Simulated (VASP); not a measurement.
# Ta (Fm-3m) in VASP: single point with PBEsol

Aim: the single point of Ta with PBEsol.

Program: VASP 6.6.1. These are calculated values, not measurements. Logs are shortened: lines on timing, memory, paths and dates and some standing lists are left out, and cuts for length are marked.

## 1. The cell of the first run

It takes space group Fm-3m (No. 225, cubic). The conventional cell has a = 4.176 Å, b = 4.176 Å, c = 4.176 Å, α = 90.00°, β = 90.00°, γ = 90.00°. Within 3.9 Å of Ta (site symmetry m-3m) lie 12 Ta at 2.95 Å.

## 2. Single point, PBEsol

The input, INCAR:

```
SYSTEM = Ta
ALGO = Normal
EDIFF = 1E-6
ENCUT = 500
GGA = PS
GGA_COMPAT = .False.
ISIF = 2
ISMEAR = 0
LASPH = .True.
LCHARG = .True.
LELF = .True.
LREAL = .False.
LVHAR = .True.
LWAVE = .False.
NBANDS = 12
NELM = 120
PREC = Accurate
SIGMA = 0.1
```

The input, KPOINTS:

```
k-points
0
Gamma
  6 6 6
  0 0 0
```

The input, POSCAR:

```
Ta
1.0
    0.0000000000      2.0877944925      2.0877944925
    2.0877944925      0.0000000000      2.0877944925
    2.0877944925      2.0877944925      0.0000000000
Ta
1
Direct
    0.0000000000      0.0000000000      0.0000000000
```

Potentials or basis: VASP PAW PBE potentials, release 64 (Ta_pv).

Command:

```sh
$ cat potpaw_PBE.64/Ta_pv/POTCAR > POTCAR
$ mpirun -np 1 vasp_std > vasp.out
```

OUTCAR:

```text
SYSTEM = Ta
   EDIFF = 1E-6
   ENCUT = 500
   GGA = PS
   ISIF = 2
   ISMEAR = 0
   LASPH = .True.
   LREAL = .False.
   NELM = 120
   PREC = Accurate

 ion  position               nearest neighbor table
   1  0.000  0.000  0.000-

  LATTYP: Found a face centered cubic cell.
 ALAT       =     4.1755889850

  Lattice vectors:

 A1 = (   0.0000000000,   2.0877944925,   2.0877944925)
 A2 = (   2.0877944925,   0.0000000000,   2.0877944925)
 A3 = (   2.0877944925,   2.0877944925,   0.0000000000)

Analysis of symmetry for initial positions (statically):
=====================================================================
 Subroutine PRICEL returns:
 Original cell was already a primitive cell.

 Routine SETGRP: Setting up the symmetry group for a
 face centered cubic supercell.

 Subroutine GETGRP returns: Found 48 space group operations
 (whereof 48 operations were pure point group operations)
 out of a pool of 48 trial point group operations.

The static configuration has the point symmetry O_h .

Analysis of symmetry for dynamics (positions and initial velocities):
=====================================================================
 Subroutine PRICEL returns:
 Original cell was already a primitive cell.

 Routine SETGRP: Setting up the symmetry group for a
 face centered cubic supercell.

 Subroutine GETGRP returns: Found 48 space group operations
 (whereof 48 operations were pure point group operations)
 out of a pool of 48 trial point group operations.

The dynamic configuration has the point symmetry O_h .

 Subroutine INISYM returns: Found 48 space group operations
 (whereof 48 operations are pure point group operations),
 and found     1 'primitive' translations

----------------------------------------------------------------------------------------

                                     Primitive cell

  volume of cell :      18.2009

  direct lattice vectors                    reciprocal lattice vectors
     0.000000000  2.087794493  2.087794493    -0.239487173  0.239487173  0.239487173
     2.087794493  0.000000000  2.087794493     0.239487173 -0.239487173  0.239487173
     2.087794493  2.087794493  0.000000000     0.239487173  0.239487173 -0.239487173

  length of vectors
     2.952587287  2.952587287  2.952587287     0.414803951  0.414803951  0.414803951

  position of ions in fractional coordinates (direct lattice)
     0.000000000  0.000000000  0.000000000

  ion indices of the primitive-cell ions
   primitive index   ion index
                 1           1

----------------------------------------------------------------------------------------

 KPOINTS: k-points

Automatic generation of k-mesh.
 Grid dimensions read from file:
 generate k-points for:    6    6    6

 Generating k-lattice:

  Cartesian coordinates                     Fractional coordinates (reciprocal lattice)
    -0.039914529  0.039914529  0.039914529     0.166666667  0.000000000  0.000000000
     0.039914529 -0.039914529  0.039914529     0.000000000  0.166666667  0.000000000
     0.039914529  0.039914529 -0.039914529     0.000000000  0.000000000  0.166666667

  Length of vectors
     0.069133992  0.069133992  0.069133992

  Shift w.r.t. Gamma in fractional coordinates (k-lattice)
     0.000000000  0.000000000  0.000000000

 Subroutine IBZKPT returns following result:
 ===========================================

 Found     16 irreducible k-points:

 Following reciprocal coordinates:
            Coordinates               Weight
  0.000000  0.000000  0.000000      1.000000
  0.166667  0.000000  0.000000      8.000000
  0.333333  0.000000  0.000000      8.000000
  0.500000  0.000000  0.000000      4.000000
  0.166667  0.166667  0.000000      6.000000
  0.333333  0.166667  0.000000     24.000000
[... 8 lines left out ...]
 -0.333333  0.333333  0.166667     24.000000
 -0.333333  0.500000  0.166667     12.000000
   k-points           NKPTS =     16   k-points in BZ     NKDIM =     16   number of bands    NBANDS=     12
   number of dos      NEDOS =    301   number of ions     NIONS =      1
   total plane-waves  NPLWV =  13824
   dimension x,y,z NGX =    24 NGY =   24 NGZ =   24
   dimension x,y,z NGXF=    48 NGYF=   48 NGZF=   48
   ions per type =               1
   NGX,Y,Z   is equivalent  to a cutoff of  13.51, 13.51, 13.51 a.u.
   NGXF,Y,Z  is equivalent  to a cutoff of  27.03, 27.03, 27.03 a.u.
 SYSTEM =  Ta
   PREC   = accura    normal or accurate (medium, high low for compatibility)
   ISTART =      0    job   : 0-new  1-cont  2-samecut
   ICHARG =      2    charge: 1-file 2-atom 10-const
   ISPIN  =      1    spin polarized calculation?
   LNONCOLLINEAR =      F non collinear calculations
   LSORBIT =      F    spin-orbit coupling
   LASPH  =      T    aspherical Exc in radial PAW
   ENCUT  =  500.0 eV  36.75 Ry    6.06 a.u.   5.38  5.38  5.38*2*pi/ulx,y,z
   NELM   =    120;   NELMIN=  2; NELMDL= -5     # of ELM steps
   EDIFF  = 0.1E-05   stopping-criterion for ELM
   LREAL  =      F    real-space projection
   EDIFFG = 0.1E-04   stopping-criterion for IOM
   NSW    =      0    number of steps for IOM
   IBRION =     -1    ionic relax: 0-MD 1-quasi-New 2-CG
   NFREE  =      0    steps in history (QN), initial steepest desc. (CG)
   ISIF   =      2    stress and relaxation
   ISYM   =      2    0-nonsym 1-usesym 2-fastsym
   POTIM  = 0.5000    time-step for ionic-motion
   TEBEG  =    0.0;   TEEND  =   0.0 temperature during run
   PSTRESS=    0.0 pullay stress
   NELECT =      11.0000    total number of electrons
   NUPDOWN=      -1.0000    fix difference up-down
   EMIN   =  10.00;   EMAX   =-10.00  energy-range for DOS
   EFERMI =   0.00;   METHOD = LEGACY
   ISMEAR =     0;   SIGMA  =   0.10  broadening in eV -4-tet -1-fermi 0-gaus
   EFERMI_NEDOS =   21; number of points for ismear=-14 and -15
   IALGO  =     38    algorithm
   IMIX   =      4    mixing-type and parameters
     AMIX     =   0.40;   BMIX     =  1.00
     AMIX_MAG =   1.60;   BMIX_MAG =  1.00
  volume/ion in A,a.u.               =      18.20       122.83
  Fermi-wavevector in a.u.,A,eV,Ry     =   1.384123  2.615613 26.065989  1.915796
  Thomas-Fermi vector in A             =   2.508657
   LORBIT       =      0    0 simple, 1 ext, 2 COOP (PROOUT), +10 PAW based schemes
   GGA     = PS    functional components
   LHFCALC =     F    Hartree Fock is set to
   AEXX    =    0.0000 exact exchange contribution
   IVDW    =     0    specifies the selected vdW correction
   LEPSILON=     F    determine dielectric tensor
   LRPA    =     F    only Hartree local field effects (RPA)
 non-spin polarized calculation
 Gauss-broadening in eV      SIGMA  =   0.10
  energy-cutoff  :      500.00
  volume of cell :       18.20
 maximum number of plane-waves:       475
 NGX is ok and might be reduce to    24
   NGX = 11   NGY = 11   NGZ = 11

 number of electron      11.0000001 magnetization

 Free energy of the ion-electron system (eV)
  ---------------------------------------------------
  ext. energy  EPLUGINS =         0.00000000
  ---------------------------------------------------
  free energy    TOTEN  =       -12.29591971 eV

  energy without entropy =      -12.28531338  energy(sigma->0) =      -12.29061654

 E-fermi :   5.7024     XC(G=0): -12.6782

 val. band max:        5.6339606820   @ k =   0.5000   0.1667   0.0000
 cond. band min:       5.7313174661   @ k =   0.3333   0.1667   0.0000
 fundamental gap:      0.0973567841
 Fermi energy:         5.7024437749

 k-point     1 :       0.0000    0.0000    0.0000
  band No.  band energies     occupation
      1     -27.8509      2.00000
      2     -27.8509      2.00000
      3     -27.8509      2.00000
      4      -2.6533      2.00000
      5       6.0404      0.00000
      6       6.0404      0.00000
      7       6.0404      0.00000
      8       9.1568      0.00000
      9       9.1568      0.00000
     10      18.2266      0.00000
     11      19.8179      0.00000
     12      23.1845      0.00000

 k-point     2 :       0.1667    0.0000    0.0000
  band No.  band energies     occupation
      1     -28.1517      2.00000
      2     -27.8890      2.00000
      3     -27.8890      2.00000
      4      -1.5702      2.00000
      5       5.2724      2.00000
      6       6.4413      0.00000
      7       6.4413      0.00000
      8       8.8627      0.00000
      9       8.8627      0.00000
     10      19.5935      0.00000
     11      19.8269      0.00000
     12      20.9164      0.00000

 k-point     3 :       0.3333    0.0000    0.0000
  band No.  band energies     occupation
      1     -28.7170      2.00000
      2     -27.9643      2.00000
      3     -27.9643      2.00000
      4       0.3884      2.00000
      5       5.0944      2.00000
      6       6.1721      0.00000
      7       6.1721      0.00000
      8      10.1396      0.00000
      9      10.1396      0.00000
     10      17.1512      0.00000
     11      19.8097      0.00000
     12      20.9754      0.00000
[... 166 lines left out ...]
 k-point    15 :      -0.3333    0.3333    0.1667
  band No.  band energies     occupation
      1     -28.7322      2.00000
      2     -28.4502      2.00000
      3     -28.1664      2.00000
      4       3.2629      2.00000
      5       3.2973      2.00000
      6       4.9016      2.00000
      7       7.8356      0.00000
      8      11.0360      0.00000
      9      14.7205      0.00000
     10      14.9569      0.00000
     11      19.8117      0.00000
     12      20.3638      0.00000

 k-point    16 :      -0.3333    0.5000    0.1667
  band No.  band energies     occupation
      1     -28.7542      2.00000
      2     -28.4282      2.00000
      3     -28.2719      2.00000
      4       2.1652      2.00000
      5       3.1837      2.00000
      6       6.0137      0.00001
      7       8.6706      0.00000
      8      12.3577      0.00000
      9      15.0017      0.00000
     10      15.8288      0.00000
     11      16.8654      0.00000
     12      19.8238      0.00000

------------------------ aborting loop because EDIFF is reached ----------------------------------------

  FORCE on cell =-STRESS in cart. coord.  units (eV):
  Direction    XX          YY          ZZ          XY          YZ          ZX
  --------------------------------------------------------------------------------------
  -------------------------------------------------------------------------------------
  Total        0.0623189      0.0623189      0.0623189      0.0000000      0.0000000      0.0000000
  in kB        5.4857670      5.4857670      5.4857670      0.0000000      0.0000000      0.0000000
  external PRESSURE =       5.4857670 kB  Pullay stress =       0.0000000 kB

 VOLUME and BASIS-vectors are now :
 -----------------------------------------------------------------------------
  energy-cutoff  :      500.00
  volume of cell :       18.20
      direct lattice vectors                 reciprocal lattice vectors
     0.000000000  2.087794493  2.087794493    -0.239487173  0.239487173  0.239487173
     2.087794493  0.000000000  2.087794493     0.239487173 -0.239487173  0.239487173
     2.087794493  2.087794493  0.000000000     0.239487173  0.239487173 -0.239487173

 POSITION                                       TOTAL-FORCE (eV/Angst)
 -----------------------------------------------------------------------------------
      0.00000      0.00000      0.00000        -0.000000     -0.000000      0.000000
 -----------------------------------------------------------------------------------
    total drift:                               -0.000000     -0.000000     -0.000000

  FREE ENERGIE OF THE ION-ELECTRON SYSTEM (eV)
  ---------------------------------------------------
  free  energy   TOTEN  =       -12.2959197124 eV

  energy  without entropy=      -12.2853133751  energy(sigma->0) =      -12.29061654
```

Run time: 4.7 s. Hardware: 1 thread of AMD EPYC 7R13 (Zen 3), shared host; peak memory 0.11 GiB.

What came out:

* Free energy: -12.2959 eV
* Pressure: 0.5 GPa

Levels at points of the mesh, in eV from the Fermi level:
| k point | band 1 | band 2 | band 3 | band 4 | band 5 | band 6 | band 7 | band 8 | band 9 | band 10 |
| --- | --- | --- | --- | --- | --- | --- | --- | --- | --- | --- |
| (0.00, 0.00, 0.00) | -33.55 | -33.55 | -33.55 | -8.36 | 0.34 | 0.34 | 0.34 | 3.45 | 3.45 | 12.52 |
| (0.50, 0.00, 0.00) | -34.69 | -33.70 | -33.70 | -4.84 | 0.09 | 0.09 | 0.73 | 5.91 | 5.91 | 10.34 |
| (0.50, 0.50, 0.00) | -34.61 | -33.96 | -33.96 | -4.67 | -3.59 | 3.01 | 5.89 | 6.65 | 6.65 | 11.26 |

Caveat: the k points lie up to 0.43 Å⁻¹ apart; the PAW data sets were made with another functional, which shifts forces and pressure a little; spin-orbit coupling is left out, which moves the levels of the heavy elements.
